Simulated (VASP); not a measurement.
## CuI: single point with PBE

CuI:

```
Cu I
1.0
     0.00000    3.19308    3.19308
     3.19308    0.00000    3.19308
     3.19308    3.19308    0.00000
Cu I
1 1
Direct
  0.75000 0.75000 0.75000
  0.00000 0.00000 0.00000
```

This cell differs from its parent crystal: volume 32.556 Å^3 an atom, c/a of the conventional cell 1.0000.

| Quantity | Value |
| --- | --- |
| Program | VASP 6.6.1 |
| Task | single point |
| Functional | PBE |
| Potentials or basis | VASP PAW PBE potentials, release 64 (Cu, I) |
| Cutoff | 520 eV |
| k mesh | 8 × 8 × 8 |
| Occupations | gaussian, width 0.05 eV |
| Spin | no spin polarisation |
| Dipole correction | no |
| Further INCAR settings | ALGO = Normal; EDIFF = 1e-07; NBANDS = 16 |

```json
{
  "Pressure": "-3.9 GPa",
  "Band gap on the k mesh": "0.79 eV, direct"
}
```

Levels at points of the mesh, in eV from the valence-band top:
```
           k point  band 7  band 8  band 9  band 10  band 11  band 12
(0.00, 0.00, 0.00)    0.00    0.00    0.00     0.79     5.01     5.01
(0.50, 0.00, 0.00)   -1.25   -0.49   -0.49     2.02     5.49     5.49
(0.50, 0.50, 0.00)   -1.24   -1.04   -1.04     2.90     3.02     8.25
```

Run time: 50 s on 1 thread of Intel Xeon 6975P-C (shared host), peak memory 0.21 GiB.

Caveat: spin-orbit coupling is left out, which moves the levels of the heavy elements.
